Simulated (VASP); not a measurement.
Here is a VASP 6.6.1 calculation.

INCAR

```
ALGO = Normal ; EDIFF = 1E-7
ENCUT = 520 ; GGA = PE
ISIF = 2 ; ISMEAR = 0
LASPH = True ; LCHARG = False
LREAL = False ; LWAVE = False
NBANDS = 23 ; NELM = 60
PREC = Accurate ; SIGMA = 0.1
```

The input KPOINTS:

```
k-points
0
Gamma
  12 12 4
```

The input POSCAR:

```
Mg3ZrN2
1.0
    3.2132394909      0.0000000000      0.0000000000
   -1.6066197455      2.7827470276      0.0000000000
    0.0000000000      0.0000000000     10.3144531855
Mg Zr N
3 1 2
Direct
    0.6666666667      0.3333333333      0.2447247695
    0.3333333333      0.6666666667      0.7552752305
    0.0000000000      0.0000000000      0.5000000000
    0.0000000000      0.0000000000      0.0000000000
    0.3333333333      0.6666666667      0.1251294079
    0.6666666667      0.3333333333      0.8748705921
```

Potentials or basis: VASP PAW PBE potentials, release 64 (Mg, Zr_sv, N).

Launch:

```bash
$ cat potpaw_PBE.64/Mg/POTCAR potpaw_PBE.64/Zr_sv/POTCAR potpaw_PBE.64/N/POTCAR > POTCAR
$ mpirun -np 1 vasp_std > vasp.out
```

Problem. Estimate the pressure.

Solution. -0.1 GPa.

Problem. Estimate the largest force.

Solution. 0.026 eV/Å.

Problem. Predict the band gap on the k mesh.

Solution. Zero (band 14 reaches 6.04 eV, above the bottom of band 15 at 5.20 eV).

Forces on the atoms (eV/Å):
```
Mg   0.000  0.000 -0.010
Mg   0.000  0.000  0.010
Mg   0.000  0.000  0.000
Zr   0.000  0.000  0.000
N    0.000  0.000  0.026
N    0.000  0.000 -0.026
```
